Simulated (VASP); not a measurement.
# Ni (P6_3/mmc) in VASP: single point with PBEsol

Aim: the single point of Ni with PBEsol.

Program: VASP 6.6.1. These are calculated values, not measurements. Logs are shortened: lines on timing, memory, paths and dates and some standing lists are left out, and cuts for length are marked.

### Step 1. The cell of the first run

Symmetry: P6_3/mmc, No. 194, hexagonal system. The conventional cell has a = 2.366 Å, b = 2.366 Å, c = 3.887 Å, α = 90.00°, β = 90.00°, γ = 120.00°. Ni (site symmetry -6m2) has 12 Ni at 2.37 to 2.38 Å within 3.1 Å.

### Step 2. Single point, PBEsol, collinear spin, ferromagnetic start

File INCAR:

```
SYSTEM = Ni
ALGO     = Normal         ! electronic algorithm
EDIFF    = 1E-6           ! SCF threshold, eV
ENCUT    = 520            ! plane-wave cutoff, eV
GGA      = PS             ! functional
ISIF     = 2              ! what is computed and relaxed
ISMEAR   = -1             ! smearing method
ISPIN    = 2              ! spin polarisation
LASPH    = .True.         ! aspherical terms in the spheres
LCHARG   = .False.        ! write CHGCAR
LMAXMIX  = 4              ! l up to which the mixer works
LORBIT   = 11             ! projections on sites
LREAL    = .False.        ! projectors in reciprocal space
LWAVE    = .False.        ! write WAVECAR
MAGMOM   = 1 1            ! initial moments
NBANDS   = 21             ! bands
NELM     = 150            ! most SCF steps
PREC     = Accurate       ! precision mode
SIGMA    = 0.05           ! smearing width, eV
```

File KPOINTS:

```
k-points
0
Gamma
  18 18 10
  0 0 0
```

File POSCAR:

```
Ni
1.0
    2.3661161383      0.0000000000      0.0000000000
   -1.1830580691      2.0491166841      0.0000000000
    0.0000000000      0.0000000000      3.8872747730
Ni
2
Direct
    0.3333333333      0.6666666667      0.2500000000
    0.6666666667      0.3333333333      0.7500000000
```

Potentials or basis: VASP PAW PBE potentials, release 64 (Ni).

Command:

```bash
$ cat potpaw_PBE.64/Ni/POTCAR > POTCAR
$ mpirun -np 1 vasp_std > vasp.out
```

OUTCAR:

```text
SYSTEM = Ni
   EDIFF = 1E-6
   ENCUT = 520
   GGA = PS
   ISIF = 2
   ISMEAR = -1
   ISPIN = 2
   LASPH = .True.
   LORBIT = 11
   LREAL = .False.
   NELM = 150
   PREC = Accurate

 ion  position               nearest neighbor table
   1  0.333  0.667  0.250-   2 2.38   2 2.38   2 2.38   2 2.38   2 2.38   2 2.38
   2  0.667  0.333  0.750-   1 2.38   1 2.38   1 2.38   1 2.38   1 2.38   1 2.38

  LATTYP: Found a hexagonal cell.
 ALAT       =     2.3661161383
 C/A-ratio  =     1.6428926332

  Lattice vectors:

 A1 = (   2.3661161383,   0.0000000000,   0.0000000000)
 A2 = (  -1.1830580691,   2.0491166841,   0.0000000000)
 A3 = (   0.0000000000,   0.0000000000,   3.8872747730)

Analysis of symmetry for initial positions (statically):
=====================================================================
 Subroutine PRICEL returns:
 Original cell was already a primitive cell.

 Routine SETGRP: Setting up the symmetry group for a
 hexagonal supercell.

 Subroutine GETGRP returns: Found 24 space group operations
 (whereof 12 operations were pure point group operations)
 out of a pool of 24 trial point group operations.

The static configuration has the point symmetry D_3d.
 The point group associated with its full space group is D_6h.

Analysis of symmetry for dynamics (positions and initial velocities):
=====================================================================
 Subroutine PRICEL returns:
 Original cell was already a primitive cell.

 Routine SETGRP: Setting up the symmetry group for a
 hexagonal supercell.

 Subroutine GETGRP returns: Found 24 space group operations
 (whereof 12 operations were pure point group operations)
 out of a pool of 24 trial point group operations.

The dynamic configuration has the point symmetry D_3d.
 The point group associated with its full space group is D_6h.

Analysis of structural, dynamic, and magnetic symmetry:
=====================================================================
 Subroutine PRICEL returns:
 Original cell was already a primitive cell.

 Routine SETGRP: Setting up the symmetry group for a
 hexagonal supercell.

 Subroutine GETGRP returns: Found 24 space group operations
 (whereof 12 operations were pure point group operations)
 out of a pool of 24 trial point group operations.

The overall configuration has the point symmetry D_3d.
 The point group associated with its full space group is D_6h.

 Subroutine INISYM returns: Found 24 space group operations
[... 117 lines left out ...]
     AMIX_MAG =   1.60;   BMIX_MAG =  1.00
  volume/ion in A,a.u.               =       9.42        63.59
  Fermi-wavevector in a.u.,A,eV,Ry     =   1.669817  3.155496 37.936965  2.788288
  Thomas-Fermi vector in A             =   2.755423
   LORBIT       =     11    0 simple, 1 ext, 2 COOP (PROOUT), +10 PAW based schemes
   GGA     = PS    functional components
   LHFCALC =     F    Hartree Fock is set to
   AEXX    =    0.0000 exact exchange contribution
   IVDW    =     0    specifies the selected vdW correction
   LEPSILON=     F    determine dielectric tensor
   LRPA    =     F    only Hartree local field effects (RPA)
 spin polarized calculation
  energy-cutoff  :      520.00
  volume of cell :       18.85
 maximum number of plane-waves:       537
 NGX is ok and might be reduce to    18
   NGX =  9   NGY =  9   NGZ = 15

 number of electron      20.0000019 magnetization       1.1763794

 Free energy of the ion-electron system (eV)
  ---------------------------------------------------
  ext. energy  EPLUGINS =         0.00000000
  ---------------------------------------------------
  free energy    TOTEN  =       -12.07646513 eV

  energy without entropy =      -12.04659435  energy(sigma->0) =      -12.06152974

 E-fermi :  11.4040     XC(G=0): -14.3097

 val. band max:       11.4013485686   @ k =   0.3889   0.1111   0.4000
 cond. band min:      11.4042382429   @ k =   0.2778   0.1111   0.3000
 fundamental gap:      0.0028896742
 Fermi energy:        11.4039718048

 spin component 1

 k-point     1 :       0.0000    0.0000    0.0000
  band No.  band energies     occupation
      1       1.2682      1.00000
      2       5.6881      1.00000
      3       8.5674      1.00000
      4       8.6859      1.00000
      5       8.6859      1.00000
      6       9.0229      1.00000
[... 565 lines left out ...]
     20      38.7317      0.00000
     21      43.9977      0.00000

 [... further k-points ...]

 spin component 2

 k-point     1 :       0.0000    0.0000    0.0000
  band No.  band energies     occupation
      1       1.2712      1.00000
      2       6.0552      1.00000
      3       9.2029      1.00000
      4       9.3041      1.00000
      5       9.3041      1.00000
      6       9.6602      1.00000
[... 565 lines left out ...]
     20      38.8651      0.00000
     21      44.0143      0.00000

 [... further k-points ...]

------------------------ aborting loop because EDIFF is reached ----------------------------------------

  FORCE on cell =-STRESS in cart. coord.  units (eV):
  Direction    XX          YY          ZZ          XY          YZ          ZX
  --------------------------------------------------------------------------------------
  -------------------------------------------------------------------------------------
  Total        3.3468082      3.3468082      3.3398254      0.0000000      0.0000000      0.0000000
  in kB      284.5073059    284.5073059    283.9137040      0.0000000      0.0000000      0.0000000
  external PRESSURE =     284.3094386 kB  Pullay stress =       0.0000000 kB

 VOLUME and BASIS-vectors are now :
 -----------------------------------------------------------------------------
  energy-cutoff  :      520.00
  volume of cell :       18.85
      direct lattice vectors                 reciprocal lattice vectors
     2.366116138  0.000000000  0.000000000     0.422633523  0.244007578  0.000000000
    -1.183058069  2.049116684  0.000000000     0.000000000  0.488015157  0.000000000
     0.000000000  0.000000000  3.887274773     0.000000000  0.000000000  0.257249631

 POSITION                                       TOTAL-FORCE (eV/Angst)
 -----------------------------------------------------------------------------------
     -0.00000      1.36608      0.97182        -0.000000      0.000000      0.000000
      1.18306      0.68304      2.91546         0.000000     -0.000000      0.000000
 -----------------------------------------------------------------------------------
    total drift:                                0.000000      0.000000     -0.000000

  FREE ENERGIE OF THE ION-ELECTRON SYSTEM (eV)
  ---------------------------------------------------
  free  energy   TOTEN  =       -12.0764651316 eV

  energy  without entropy=      -12.0465943473  energy(sigma->0) =      -12.06152974

 total charge

# of ion       s       p       d       tot
------------------------------------------
    1        0.567   0.646   8.400   9.613
    2        0.567   0.646   8.400   9.613
--------------------------------------------------
tot          1.134   1.292  16.801  19.227

 magnetization (x)

# of ion       s       p       d       tot
------------------------------------------
    1       -0.005  -0.024   0.615   0.586
    2       -0.005  -0.024   0.615   0.586
--------------------------------------------------
tot         -0.010  -0.049   1.230   1.171
```

stdout:

```text
POSCAR found type information on POSCAR Ni
 POSCAR found :  1 types and       2 ions
 scaLAPACK will be used
 -----------------------------------------------------------------------------
|                                                                             |
|                                                                             |
|     You enforced a specific xc type in the INCAR file but a different       |
|     I HOPE YOU KNOW WHAT YOU ARE DOING!                                     |
|                                                                             |
 -----------------------------------------------------------------------------

 LDA part: xc-table for (Slater+PW92), standard interpolation
 POSCAR, INCAR and KPOINTS ok, starting setup
 FFT: planning ... GRIDC
 FFT: planning ... GRID_SOFT
 FFT: planning ... GRID
 WAVECAR not read
 entering main loop
```

Wall time 80 s (1 thread of Intel Xeon 6975P-C (Granite Rapids), shared host); peak memory 0.22 GiB.

What came out:

- Free energy: -12.0765 eV
- Pressure: 28.4 GPa
- Net moment: 1.18 μB per cell
- Site moments: Ni +0.59 μB
- Valence electrons inside the program's atomic spheres: Ni 9.61

Levels at points of the mesh, in eV from the Fermi level:
Spin up:
```tsv
k point	band 9	band 10	band 11	band 12	band 13	band 14
(0.00, 0.00, 0.00)	-1.86	-0.71	-0.70	-0.70	6.66	23.83
(0.50, 0.00, 0.00)	-0.47	-0.40	1.38	3.58	10.23	11.00
(0.00, 0.00, 0.50)	-1.05	-1.05	-1.05	-1.05	15.74	15.74
(0.50, 0.00, 0.50)	-0.46	-0.46	1.48	1.48	7.91	7.91
```
Spin down:
```tsv
k point	band 5	band 6	band 7	band 8	band 9	band 10	band 11	band 12	band 13	band 14
(0.00, 0.00, 0.00)	-2.10	-1.74	-1.74	-1.23	-1.23	-0.72	-0.02	-0.02	7.05	23.75
(0.50, 0.00, 0.00)	-2.20	-2.16	-1.74	0.16	0.22	0.32	1.85	3.95	10.39	11.14
(0.00, 0.00, 0.50)	-2.15	-2.15	-2.15	-2.15	-0.38	-0.38	-0.38	-0.38	15.91	15.91
(0.50, 0.00, 0.50)	-1.13	-1.13	-0.56	-0.56	0.26	0.26	1.69	1.69	8.24	8.24
```

Caveat: the PAW data sets were made with another functional, which shifts forces and pressure a little.
